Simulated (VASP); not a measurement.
A run of VASP 6.6.1 is set up as follows.

INCAR

```
ALGO = Normal
EDIFF = 1E-6
ENCUT = 520
GGA = PE
ISIF = 2
ISMEAR = 0
ISPIN = 2
LASPH = True
LCHARG = False
LMAXMIX = 4
LORBIT = 11
LREAL = False
LWAVE = False
MAGMOM = 0 1 0 0 0 0
NBANDS = 32
NELM = 150
PREC = Accurate
SIGMA = 0.1
```

The input KPOINTS:

```
k-points
0
Gamma
  6 6 2
```

File POSCAR:

```
ScPtC2N2
1.0
    3.4839544800      0.0000000000      0.0000000000
   -1.4055006700      3.3500522600      0.0000000000
   -0.0809175400     -1.4629589700      8.9616538200
Sc Pt C N
1 1 2 2
Direct
    0.0000000000      0.0000000000      0.0000000000
    0.5000000000      0.5000000000      0.5000000000
    0.8055582300      0.8055582300      0.1944417700
    0.1944417700      0.1944417700      0.8055582300
    0.6930474100      0.6930474100      0.3069525900
    0.3069525900      0.3069525900      0.6930474100
```

Potentials or basis: VASP PAW PBE potentials, release 64 (Sc_sv, Pt, C, N).

The run is started by

```bash
$ cat potpaw_PBE.64/Sc_sv/POTCAR potpaw_PBE.64/Pt/POTCAR potpaw_PBE.64/C/POTCAR potpaw_PBE.64/N/POTCAR > POTCAR
$ mpirun -np 1 vasp_std > vasp.out
```

Q: What does it give for the site moments?

A: Sc -0.01; Pt -0.04; C +0.00; N -0.00 μB.

Q: Estimate the net moment.

A: -0.05 μB per cell.

Q: Estimate the pressure.

A: 2.6 GPa.

Stress tensor (GPa, compression positive):
```
-3.18  1.04 -2.63
 1.04 -0.02 -6.06
-2.63 -6.06 10.96
```
